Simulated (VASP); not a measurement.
# SiSn2 (Pm) in VASP: single point with PBE

Aim: the single point of SiSn2 with PBE.

All numbers are computed with VASP 6.6.1; they aren't measurements. Logs are shortened: lines on timing, memory, paths and dates and some standing lists are left out, and cuts for length are marked.

## (1) The cell of the first run

It takes space group Pm (No. 6, monoclinic). Conventional cell: a = 4.297 Å, b = 6.485 Å, c = 5.849 Å, α = 90.00°, β = 108.95°, γ = 90.00°. Si (site symmetry 1) has 1 Si at 2.40 Å and 4 Sn at 2.70 to 2.94 Å within 3.2 Å. Within 4.1 Å of Sn (site symmetry m) lie 6 Si at 2.94 to 3.82 Å and 8 Sn at 3.11 to 4.02 Å. Within 3.8 Å of Sn (site symmetry m) lie 4 Si at 2.82 to 3.71 Å and 6 Sn at 3.38 to 3.45 Å. Within 3.7 Å of Sn (site symmetry 1) lie 2 Si at 2.70 to 2.85 Å and 6 Sn at 2.97 to 3.68 Å.

## (2) Single point, PBE

INCAR reads:

```
SYSTEM = SiSn2
PREC = Accurate ; ENCUT = 520
EDIFF = 1E-6 ; ISMEAR = 0
SIGMA = 0.1 ; LREAL = .FALSE.
LASPH = .TRUE. ; NELM = 100
ALGO = Fast ; ISIF = 2
LWAVE = .FALSE. ; LCHARG = .TRUE.
GGA = PE ; LELF = .TRUE.
LVHAR = .TRUE. ; NBANDS = 41
```

KPOINTS reads:

```
regular mesh
0
G
  10 6 8
  0 0 0
```

POSCAR reads:

```
SiSn2
1.0
    4.2972879328      0.0000000000     -0.0065051217
    0.0000000000      6.4854796082      0.0000000000
   -1.8913951352      0.0000000000      5.5352273890
Si Sn
2 4
Direct
    0.9937694305      0.8151847185      0.0036991961
    0.9937694305      0.1848152815      0.0036991961
    0.5791310626      0.0000000000      0.3547380355
    0.7533677607      0.5000000000      0.2336400465
    0.3393775906      0.2706835180      0.7026553425
    0.3393775906      0.7293164820      0.7026553425
```

Potentials or basis: VASP PAW PBE potentials, release 64 (Si, Sn_d).

Run with:

```sh
$ cat potpaw_PBE.64/Si/POTCAR potpaw_PBE.64/Sn_d/POTCAR > POTCAR
$ mpirun -np 1 vasp_std > vasp.out
```

OUTCAR:

```text
SYSTEM = SiSn2
   PREC = Accurate
   ENCUT = 520
   EDIFF = 1E-6
   ISMEAR = 0
   LREAL = .FALSE.
   LASPH = .TRUE.
   NELM = 100
   ISIF = 2
   GGA = PE

 ion  position               nearest neighbor table
   1  0.994  0.815  0.004-   2 2.40   6 2.70   4 2.82   6 2.85   3 2.94   3 3.35
   2  0.994  0.185  0.004-   1 2.40   5 2.70   4 2.82   5 2.85   3 2.94   3 3.35
   3  0.579  0.000  0.355-   1 2.94   2 2.94   5 3.11   6 3.11   1 3.35   2 3.35   4 3.45   4 3.45
                             5 3.68   6 3.68
   4  0.753  0.500  0.234-   1 2.82   2 2.82   5 3.38   6 3.38   5 3.40   6 3.40   3 3.45   3 3.45

   5  0.339  0.271  0.703-   2 2.70   2 2.85   6 2.97   3 3.11   4 3.38   4 3.40   6 3.51   3 3.68

   6  0.339  0.729  0.703-   1 2.70   1 2.85   5 2.97   3 3.11   4 3.38   4 3.40   5 3.51   3 3.68

  LATTYP: Found a simple monoclinic cell.
 ALAT       =     4.2972928564
 B/A-ratio  =     1.5092012169
 C/A-ratio  =     1.3611952183
 COS(beta)  =    -0.3247776428

  Lattice vectors:

 A1 = (   4.2972879328,   0.0000000000,  -0.0065051217)
 A2 = (   0.0000000000,   6.4854796082,   0.0000000000)
 A3 = (  -1.8913951352,   0.0000000000,   5.5352273890)

Analysis of symmetry for initial positions (statically):
=====================================================================
 Subroutine PRICEL returns:
 Original cell was already a primitive cell.

 Routine SETGRP: Setting up the symmetry group for a
 simple monoclinic supercell.

 Subroutine GETGRP returns: Found  2 space group operations
 (whereof  2 operations were pure point group operations)
 out of a pool of  4 trial point group operations.

The static configuration has the point symmetry C_1h.

Analysis of symmetry for dynamics (positions and initial velocities):
=====================================================================
 Subroutine PRICEL returns:
 Original cell was already a primitive cell.

 Routine SETGRP: Setting up the symmetry group for a
 simple monoclinic supercell.

 Subroutine GETGRP returns: Found  2 space group operations
 (whereof  2 operations were pure point group operations)
 out of a pool of  4 trial point group operations.

The dynamic configuration has the point symmetry C_1h.

 Subroutine INISYM returns: Found  2 space group operations
 (whereof  2 operations are pure point group operations),
 and found     1 'primitive' translations

----------------------------------------------------------------------------------------

                                     Primitive cell

  volume of cell :     154.1868
[... 102 lines left out ...]
   NFREE  =      0    steps in history (QN), initial steepest desc. (CG)
   ISIF   =      2    stress and relaxation
   ISYM   =      2    0-nonsym 1-usesym 2-fastsym
   POTIM  = 0.5000    time-step for ionic-motion
   TEBEG  =    0.0;   TEEND  =   0.0 temperature during run
   PSTRESS=    0.0 pullay stress
   NELECT =      64.0000    total number of electrons
   NUPDOWN=      -1.0000    fix difference up-down
   EMIN   =  10.00;   EMAX   =-10.00  energy-range for DOS
   EFERMI =   0.00;   METHOD = LEGACY
   ISMEAR =     0;   SIGMA  =   0.10  broadening in eV -4-tet -1-fermi 0-gaus
   EFERMI_NEDOS =   21; number of points for ismear=-14 and -15
   IALGO  =     68    algorithm
   IMIX   =      4    mixing-type and parameters
     AMIX     =   0.40;   BMIX     =  1.00
     AMIX_MAG =   1.60;   BMIX_MAG =  1.00
  volume/ion in A,a.u.               =      25.70       173.42
  Fermi-wavevector in a.u.,A,eV,Ry     =   1.221197  2.307728 20.290668  1.491322
  Thomas-Fermi vector in A             =   2.356388
   LORBIT       =      0    0 simple, 1 ext, 2 COOP (PROOUT), +10 PAW based schemes
   GGA     = PE    functional components
   LHFCALC =     F    Hartree Fock is set to
   AEXX    =    0.0000 exact exchange contribution
   IVDW    =     0    specifies the selected vdW correction
   LEPSILON=     F    determine dielectric tensor
   LRPA    =     F    only Hartree local field effects (RPA)
 non-spin polarized calculation
 RMM-DIIS sequential band-by-band and
 Gauss-broadening in eV      SIGMA  =   0.10
  energy-cutoff  :      520.00
  volume of cell :      154.19
 maximum number of plane-waves:      4176
   NGX = 15   NGY = 25   NGZ = 21

 number of electron      64.0000025 magnetization

 Free energy of the ion-electron system (eV)
  ---------------------------------------------------
  ext. energy  EPLUGINS =         0.00000000
  ---------------------------------------------------
  free energy    TOTEN  =       -24.63408284 eV

  energy without entropy =      -24.62349071  energy(sigma->0) =      -24.62878677

 E-fermi :   7.0661     XC(G=0):  -9.9550

 val. band max:        7.0620806691   @ k =   0.1000   0.0000   0.1250
 cond. band min:       7.0671717851   @ k =   0.0000   0.1667   0.1250
 fundamental gap:      0.0050911160
 Fermi energy:         7.0661492912

 k-point     1 :       0.0000    0.0000    0.0000
  band No.  band energies     occupation
      1     -14.4955      2.00000
      2     -14.4880      2.00000
      3     -14.4677      2.00000
      4     -14.4582      2.00000
      5     -14.4433      2.00000
      6     -14.4196      2.00000
[... 1045 lines left out ...]
     40      11.3156      0.00000
     41      12.7870      0.00000

 [... further k-points ...]

------------------------ aborting loop because EDIFF is reached ----------------------------------------

  FORCE on cell =-STRESS in cart. coord.  units (eV):
  Direction    XX          YY          ZZ          XY          YZ          ZX
  --------------------------------------------------------------------------------------
  -------------------------------------------------------------------------------------
  Total       -0.0441011     -0.0311729     -0.0217130      0.0000000      0.0000000      0.0049065
  in kB       -0.4582607     -0.3239219     -0.2256227      0.0000000      0.0000000      0.0509847
  external PRESSURE =      -0.3359351 kB  Pullay stress =       0.0000000 kB

 VOLUME and BASIS-vectors are now :
 -----------------------------------------------------------------------------
  energy-cutoff  :      520.00
  volume of cell :      154.19
      direct lattice vectors                 reciprocal lattice vectors
     4.297287933  0.000000000 -0.006505122     0.232825341  0.000000000  0.079556753
     0.000000000  6.485479608  0.000000000     0.000000000  0.154190601  0.000000000
    -1.891395135  0.000000000  5.535227389     0.000273621  0.000000000  0.180754548

 POSITION                                       TOTAL-FORCE (eV/Angst)
 -----------------------------------------------------------------------------------
      4.26352      5.28686      0.01401         0.002578      0.001637     -0.002718
      4.26352      1.19862      0.01401         0.002578     -0.001637     -0.002718
      1.81774      0.00000      1.95979         0.001563      0.000000     -0.004320
      2.79553      3.24274      1.28835        -0.002603      0.000000      0.003262
      0.12940      1.75551      3.88715        -0.002058      0.003147      0.003247
      0.12940      4.72997      3.88715        -0.002058     -0.003147      0.003247
 -----------------------------------------------------------------------------------
    total drift:                                0.000358      0.000000      0.000592

  FREE ENERGIE OF THE ION-ELECTRON SYSTEM (eV)
  ---------------------------------------------------
  free  energy   TOTEN  =       -24.6340828364 eV

  energy  without entropy=      -24.6234907119  energy(sigma->0) =      -24.62878677
```

OSZICAR:

```text
N       E                     dE             d eps       ncg     rms          rms(c)
DAV:   1     0.625140428792E+03    0.62514E+03   -0.30671E+04 14395   0.220E+03
DAV:   2     0.639471452610E+02   -0.56119E+03   -0.54547E+03 13776   0.585E+02
DAV:   3    -0.206941808716E+02   -0.84641E+02   -0.81923E+02 15882   0.191E+02
DAV:   4    -0.249272839117E+02   -0.42331E+01   -0.41809E+01 16299   0.458E+01
DAV:   5    -0.250670478883E+02   -0.13976E+00   -0.13965E+00 18492   0.849E+00    0.482E+00
RMM:   6    -0.246490874805E+02    0.41796E+00   -0.73221E-01 16307   0.368E+00    0.273E+00
RMM:   7    -0.246373020505E+02    0.11785E-01   -0.23669E-01 17527   0.177E+00    0.119E+00
RMM:   8    -0.246330839222E+02    0.42181E-02   -0.37729E-02 19047   0.121E+00    0.163E-01
RMM:   9    -0.246338783177E+02   -0.79440E-03   -0.14556E-02 21089   0.543E-01    0.154E-01
RMM:  10    -0.246340060625E+02   -0.12774E-03   -0.18215E-03 21515   0.241E-01    0.689E-02
RMM:  11    -0.246340844137E+02   -0.78351E-04   -0.54489E-04 22563   0.990E-02    0.114E-02
RMM:  12    -0.246340827978E+02    0.16159E-05   -0.85457E-05 19749   0.398E-02    0.102E-02
RMM:  13    -0.246340827576E+02    0.40168E-07   -0.15093E-05 16323   0.202E-02    0.296E-03
RMM:  14    -0.246340828364E+02   -0.78732E-07   -0.30229E-06 12506   0.115E-02
   1 F= -.24634083E+02 E0= -.24628787E+02  d E =-.105921E-01
```

stdout:

```text
POSCAR found type information on POSCAR SiSn
 POSCAR found :  2 types and       6 ions
 scaLAPACK will be used
 LDA part: xc-table for (Slater+PW92), standard interpolation
 POSCAR, INCAR and KPOINTS ok, starting setup
 FFT: planning ... GRIDC
 FFT: planning ... GRID_SOFT
 FFT: planning ... GRID
 WAVECAR not read
 entering main loop
```

Run time: 26 min. Hardware: 1 thread of Intel Xeon 8259CL, shared host; peak memory 0.83 GiB.

What came out:

- Free energy: -24.6341 eV
- Pressure: 0.0 GPa
- Largest force: 0.005 eV/Å
- Band gap on the k mesh: zero (bands 32 and 33 overlap by 1.94 eV)

Forces on the atoms (eV/Å):
```
Si   0.003  0.002 -0.003
Si   0.003 -0.002 -0.003
Sn   0.002  0.000 -0.004
Sn  -0.003  0.000  0.003
Sn  -0.002  0.003  0.003
Sn  -0.002 -0.003  0.003
```

Levels at points of the mesh, in eV from the Fermi level:
| k point | band 29 | band 30 | band 31 | band 32 | band 33 | band 34 | band 35 | band 36 |
| --- | --- | --- | --- | --- | --- | --- | --- | --- |
| (0.00, 0.00, 0.00) | -2.17 | -1.79 | -0.77 | -0.26 | -0.04 | 0.31 | 2.07 | 2.19 |
| (0.50, 0.00, 0.00) | -2.17 | -2.14 | -1.70 | -1.59 | -0.69 | 0.45 | 1.19 | 2.05 |
| (0.00, 0.50, 0.00) | -1.88 | -0.86 | -0.38 | -0.31 | 0.00 | 0.40 | 0.71 | 1.88 |
| (0.50, 0.50, 0.00) | -1.96 | -0.94 | -0.84 | -0.22 | -0.18 | 0.72 | 1.02 | 1.22 |
| (0.00, 0.00, 0.50) | -0.67 | -0.47 | 0.02 | 0.55 | 1.45 | 1.64 | 2.25 | 2.28 |
| (0.50, 0.00, 0.50) | -3.17 | -2.82 | -1.54 | -1.43 | 0.09 | 0.58 | 1.94 | 3.31 |
| (0.00, 0.50, 0.50) | -1.63 | -0.98 | -0.30 | 0.09 | 0.47 | 1.30 | 2.10 | 2.11 |
| (0.50, 0.50, 0.50) | -1.63 | -0.65 | -0.61 | -0.23 | -0.07 | 0.63 | 1.04 | 1.14 |

Caveat: spin-orbit coupling is left out, which moves the levels of the heavy elements.
